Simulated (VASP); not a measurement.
# N (P-1) in VASP: notebook

The runs below take N through single point, with r2SCAN.

Program: VASP 6.6.1. These are calculated values, not measurements. Logs are shortened: lines on timing, memory, paths and dates and some standing lists are left out, and cuts for length are marked.

## (1) The cell of the first run

The typed cell holds 2 atoms: a = 3.629 Å, b = 3.629 Å, c = 5.890 Å, α = 90.00°, β = 90.00°, γ = 120.00°.

## (2) Single point, r2SCAN, collinear spin, ferromagnetic start (atom 1 (N) moved by (-0.100, -0.100) A along [1 1 0] and z)

POSCAR

```
N
1.0
    3.6290016496      0.0000000000      0.0000000000
   -1.8145008248      3.1428076190      0.0000000000
    0.0000000000      0.0000000000      5.8900000000
N
2
Direct
    0.3025988455      0.6441674600      0.2330220713
    0.6666666667      0.3333333333      0.7500000000
```

INCAR.step1

```
  PREC = Accurate
  ENCUT = 520
  ISMEAR = 0
  SIGMA = 0.05
  LREAL = False
  LASPH = True
  NELM = 150
  ISPIN = 2
  MAGMOM = 3.2 3.2
  NBANDS = 16
  GGA = PE
  ALGO = Normal
  EDIFF = 1E-4
  LWAVE = True
  LCHARG = False
```

INCAR.step2

```
  PREC = Accurate
  ENCUT = 520
  EDIFF = 1E-7
  ISMEAR = 0
  SIGMA = 0.05
  LREAL = False
  LASPH = True
  NELM = 150
  ALGO = Normal
  ISIF = 2
  LWAVE = False
  LCHARG = True
  ISPIN = 2
  MAGMOM = 3.2 3.2
  LORBIT = 11
  METAGGA = R2SCAN
  LMIXTAU = True
  LELF = True
  LVHAR = True
  NBANDS = 16
  ISTART = 1
```

KPOINTS

```
Automatic mesh
0
Gamma
  6 6 4
```

Potentials or basis: VASP PAW PBE potentials, release 64 (N).

On the command line:

```sh
$ cat potpaw_PBE.64/N/POTCAR > POTCAR
$ cp INCAR.step1 INCAR
$ mpirun -np 1 vasp_std > vasp.out
$ cp INCAR.step2 INCAR
$ mpirun -np 1 vasp_std > vasp.out
```

OUTCAR:

```text
PREC = Accurate
   ENCUT = 520
   EDIFF = 1E-7
   ISMEAR = 0
   LREAL = False
   LASPH = True
   NELM = 150
   ISIF = 2
   ISPIN = 2
   LORBIT = 11
   METAGGA = R2SCAN
   ISTART = 1

 ion  position               nearest neighbor table
   1  0.303  0.644  0.233-
   2  0.667  0.333  0.750-

  LATTYP: Found a hexagonal cell.
 ALAT       =     3.6290016496
 C/A-ratio  =     1.6230359114

  Lattice vectors:

 A1 = (   3.6290016496,   0.0000000000,   0.0000000000)
 A2 = (  -1.8145008248,   3.1428076190,   0.0000000000)
 A3 = (   0.0000000000,   0.0000000000,   5.8900000000)

Analysis of symmetry for initial positions (statically):
=====================================================================
 Subroutine PRICEL returns:
 Original cell was already a primitive cell.

 Routine SETGRP: Setting up the symmetry group for a
 hexagonal supercell.

 Subroutine GETGRP returns: Found  2 space group operations
 (whereof  1 operations were pure point group operations)
 out of a pool of 24 trial point group operations.

The static configuration has the point symmetry C_1 .
 The point group associated with its full space group is S_2 .

Analysis of symmetry for dynamics (positions and initial velocities):
=====================================================================
 Subroutine PRICEL returns:
 Original cell was already a primitive cell.

 Routine SETGRP: Setting up the symmetry group for a
 hexagonal supercell.

 Subroutine GETGRP returns: Found  2 space group operations
 (whereof  1 operations were pure point group operations)
 out of a pool of 24 trial point group operations.

The dynamic configuration has the point symmetry C_1 .
 The point group associated with its full space group is S_2 .

Analysis of structural, dynamic, and magnetic symmetry:
=====================================================================
 Subroutine PRICEL returns:
 Original cell was already a primitive cell.

 Routine SETGRP: Setting up the symmetry group for a
 hexagonal supercell.

 Subroutine GETGRP returns: Found  2 space group operations
 (whereof  1 operations were pure point group operations)
 out of a pool of 24 trial point group operations.

The overall configuration has the point symmetry C_1 .
 The point group associated with its full space group is S_2 .

 Subroutine INISYM returns: Found  2 space group operations
 (whereof  1 operations are pure point group operations),
 and found     1 'primitive' translations

----------------------------------------------------------------------------------------

                                     Primitive cell

  volume of cell :      67.1769

  direct lattice vectors                    reciprocal lattice vectors
     3.629001650  0.000000000  0.000000000     0.275557880  0.159093416  0.000000000
    -1.814500825  3.142807619  0.000000000     0.000000000  0.318186832  0.000000000
     0.000000000  0.000000000  5.890000000     0.000000000  0.000000000  0.169779287

  length of vectors
     3.629001650  3.629001650  5.890000000     0.318186832  0.318186832  0.169779287

  position of ions in fractional coordinates (direct lattice)
     0.302598846  0.644167460  0.233022071
     0.666666667  0.333333333  0.750000000

  ion indices of the primitive-cell ions
   primitive index   ion index
                 1           1
                 2           2

----------------------------------------------------------------------------------------

 KPOINTS: Automatic mesh

Automatic generation of k-mesh.
 Grid dimensions read from file:
 generate k-points for:    6    6    4

 Generating k-lattice:

  Cartesian coordinates                     Fractional coordinates (reciprocal lattice)
     0.045926313  0.026515569  0.000000000     0.166666667  0.000000000  0.000000000
     0.000000000  0.053031139  0.000000000     0.000000000  0.166666667  0.000000000
     0.000000000  0.000000000  0.042444822     0.000000000  0.000000000  0.250000000

  Length of vectors
     0.053031139  0.053031139  0.042444822

  Shift w.r.t. Gamma in fractional coordinates (k-lattice)
     0.000000000  0.000000000  0.000000000

 Subroutine IBZKPT returns following result:
 ===========================================

 Found     76 irreducible k-points:

 Following reciprocal coordinates:
            Coordinates               Weight
  0.000000  0.000000  0.000000      1.000000
  0.166667  0.000000  0.000000      2.000000
  0.000000  0.166667  0.000000      2.000000
 -0.166667  0.166667  0.000000      2.000000
  0.333333  0.000000  0.000000      2.000000
  0.000000  0.333333  0.000000      2.000000
[... 16 lines left out ...]
  0.000000  0.166667  0.250000      2.000000
 -0.166667  0.166667  0.250000      2.000000
 [... further k-points ...]
   k-points           NKPTS =     76   k-points in BZ     NKDIM =     76   number of bands    NBANDS=     16
   number of dos      NEDOS =    301   number of ions     NIONS =      2
   total plane-waves  NPLWV =  37632
   dimension x,y,z NGX =    28 NGY =   28 NGZ =   48
   dimension x,y,z NGXF=    56 NGYF=   56 NGZF=   96
   ions per type =               2
   NGX,Y,Z   is equivalent  to a cutoff of  12.83, 12.83, 13.55 a.u.
   NGXF,Y,Z  is equivalent  to a cutoff of  25.65, 25.65, 27.10 a.u.
 SYSTEM =  unknown system
   PREC   = accura    normal or accurate (medium, high low for compatibility)
   ISTART =      1    job   : 0-new  1-cont  2-samecut
   ICHARG =      0    charge: 1-file 2-atom 10-const
   ISPIN  =      2    spin polarized calculation?
   LNONCOLLINEAR =      F non collinear calculations
   LSORBIT =      F    spin-orbit coupling
   LASPH  =      T    aspherical Exc in radial PAW
   ENCUT  =  520.0 eV  38.22 Ry    6.18 a.u.   6.75  6.75 10.95*2*pi/ulx,y,z
   NELM   =    150;   NELMIN=  2; NELMDL=  0     # of ELM steps
   EDIFF  = 0.1E-06   stopping-criterion for ELM
   LREAL  =      F    real-space projection
   EDIFFG = 0.1E-05   stopping-criterion for IOM
   NSW    =      0    number of steps for IOM
   IBRION =     -1    ionic relax: 0-MD 1-quasi-New 2-CG
   NFREE  =      0    steps in history (QN), initial steepest desc. (CG)
   ISIF   =      2    stress and relaxation
   ISYM   =      2    0-nonsym 1-usesym 2-fastsym
   POTIM  = 0.5000    time-step for ionic-motion
   TEBEG  =    0.0;   TEEND  =   0.0 temperature during run
   PSTRESS=    0.0 pullay stress
   NELECT =      10.0000    total number of electrons
   NUPDOWN=      -1.0000    fix difference up-down
   EMIN   =  10.00;   EMAX   =-10.00  energy-range for DOS
   EFERMI =   0.00;   METHOD = LEGACY
   ISMEAR =     0;   SIGMA  =   0.05  broadening in eV -4-tet -1-fermi 0-gaus
   EFERMI_NEDOS =   21; number of points for ismear=-14 and -15
   IALGO  =     38    algorithm
   IMIX   =      4    mixing-type and parameters
     AMIX     =   0.40;   BMIX     =  1.00
     AMIX_MAG =   1.60;   BMIX_MAG =  1.00
  volume/ion in A,a.u.               =      33.59       226.67
  Fermi-wavevector in a.u.,A,eV,Ry     =   0.867630  1.639584 10.242227  0.752782
  Thomas-Fermi vector in A             =   1.986192
   LORBIT       =     11    0 simple, 1 ext, 2 COOP (PROOUT), +10 PAW based schemes
   METAGGA = R2SCAN    functional components
   LHFCALC =     F    Hartree Fock is set to
   AEXX    =    0.0000 exact exchange contribution
   IVDW    =     0    specifies the selected vdW correction
   LEPSILON=     F    determine dielectric tensor
   LRPA    =     F    only Hartree local field effects (RPA)
 spin polarized calculation
 Gauss-broadening in eV      SIGMA  =   0.05
  energy-cutoff  :      520.00
  volume of cell :       67.18
 maximum number of plane-waves:      1834
   NGX = 13   NGY = 13   NGZ = 21

 number of electron       9.9999999 magnetization       5.9999998

 Free energy of the ion-electron system (eV)
  ---------------------------------------------------
  ext. energy  EPLUGINS =         0.00000000
  ---------------------------------------------------
  free energy    TOTEN  =        -8.87266135 eV

  energy without entropy =       -8.87266135  energy(sigma->0) =       -8.87266135

 E-fermi :  -5.7554     XC(G=0):  -5.3201

 val. band max:       -5.9967616451   @ k =   0.0000   0.0000   0.0000
 cond. band min:      -2.0748842845   @ k =   0.0000   0.0000   0.0000
 fundamental gap:      3.9218773607
 Fermi energy:        -5.7553627960

 spin component 1

 k-point     1 :       0.0000    0.0000    0.0000
  band No.  band energies     occupation
      1     -19.2412      1.00000
      2     -18.9528      1.00000
      3      -7.2019      1.00000
      4      -6.1496      1.00000
      5      -6.1271      1.00000
      6      -6.0244      1.00000
[... 8 lines left out ...]
     15      14.2507      0.00000
     16      14.5985      0.00000
[... 419 lines left out ...]
 k-point    24 :      -0.1667    0.1667    0.2500
  band No.  band energies     occupation
      1     -19.1469      1.00000
      2     -18.9626      1.00000
      3      -6.9769      1.00000
      4      -6.4156      1.00000
      5      -6.2865      1.00000
      6      -6.1841      1.00000
[... 8 lines left out ...]
     15      13.1984      0.00000
     16      13.8894      0.00000

 [... further k-points ...]

 spin component 2

 k-point     1 :       0.0000    0.0000    0.0000
  band No.  band energies     occupation
      1     -13.2829      1.00000
      2     -12.7779      1.00000
      3      -2.0749      0.00000
      4      -0.0894      0.00000
      5      -0.0536      0.00000
      6       0.1161      0.00000
[... 8 lines left out ...]
     15      16.8932      0.00000
     16      17.2677      0.00000
[... 419 lines left out ...]
 k-point    24 :      -0.1667    0.1667    0.2500
  band No.  band energies     occupation
      1     -13.1211      1.00000
      2     -12.7983      1.00000
      3      -1.6838      0.00000
      4      -0.6932      0.00000
      5      -0.3848      0.00000
      6      -0.1607      0.00000
[... 8 lines left out ...]
     15      15.8135      0.00000
     16      16.4466      0.00000

 [... further k-points ...]

------------------------ aborting loop because EDIFF is reached ----------------------------------------

  FORCE on cell =-STRESS in cart. coord.  units (eV):
  Direction    XX          YY          ZZ          XY          YZ          ZX
  --------------------------------------------------------------------------------------
  -------------------------------------------------------------------------------------
  Total        0.0718813      0.0615533      0.0826777      0.0050712      0.0029802      0.0033736
  in kB        1.7143757      1.4680532      1.9718726      0.1209491      0.0710785      0.0804605
  external PRESSURE =       1.7181005 kB  Pullay stress =       0.0000000 kB

 VOLUME and BASIS-vectors are now :
 -----------------------------------------------------------------------------
  energy-cutoff  :      520.00
  volume of cell :       67.18
      direct lattice vectors                 reciprocal lattice vectors
     3.629001650  0.000000000  0.000000000     0.275557880  0.159093416  0.000000000
    -1.814500825  3.142807619  0.000000000     0.000000000  0.318186832  0.000000000
     0.000000000  0.000000000  5.890000000     0.000000000  0.000000000  0.169779287

 POSITION                                       TOTAL-FORCE (eV/Angst)
 -----------------------------------------------------------------------------------
     -0.07071      2.02449      1.37250         0.004160      0.003642      0.023368
      1.81450      1.04760      4.41750        -0.004160     -0.003642     -0.023368
 -----------------------------------------------------------------------------------
    total drift:                                0.000006     -0.000004     -0.000003

  FREE ENERGIE OF THE ION-ELECTRON SYSTEM (eV)
  ---------------------------------------------------
  free  energy   TOTEN  =        -8.8726613458 eV

  energy  without entropy=       -8.8726613458  energy(sigma->0) =       -8.87266135

 total charge

# of ion       s       p       d       tot
------------------------------------------
    1        1.359   1.940   0.000   3.299
    2        1.359   1.940   0.000   3.299
--------------------------------------------------
tot          2.718   3.880   0.000   6.598

 magnetization (x)

# of ion       s       p       d       tot
------------------------------------------
    1        0.050   1.940   0.000   1.990
    2        0.050   1.940   0.000   1.990
--------------------------------------------------
tot          0.101   3.880   0.000   3.981
```

Run time: 5.4 min. Hardware: 1 thread of AMD EPYC 9R45 (Zen 5), shared host; peak memory 0.26 GiB.

Results:

```yaml
Free_energy: -8.8727 eV
Pressure: 0.2 GPa
Largest_force: 0.024 eV/Å
Band_gap_on_the_k_mesh: 3.92 eV
Net_moment: 6.00 μB per cell
Site_moments: N +1.99 μB
Valence_electrons_inside_the_program's_atomic_spheres: N 3.30
```

Forces on the atoms (eV/Å):
```
N    0.004  0.004  0.023
N   -0.004 -0.004 -0.023
```

Caveat: the cell differs from its parent crystal (atom 1 (N) moved by (-0.100, -0.100) A along [1 1 0] and z); the nearest neighbours stand farther apart than a usual bond; the PAW data sets were made with another functional, which shifts forces and pressure a little.

(Part 1 of 2 ends here.)
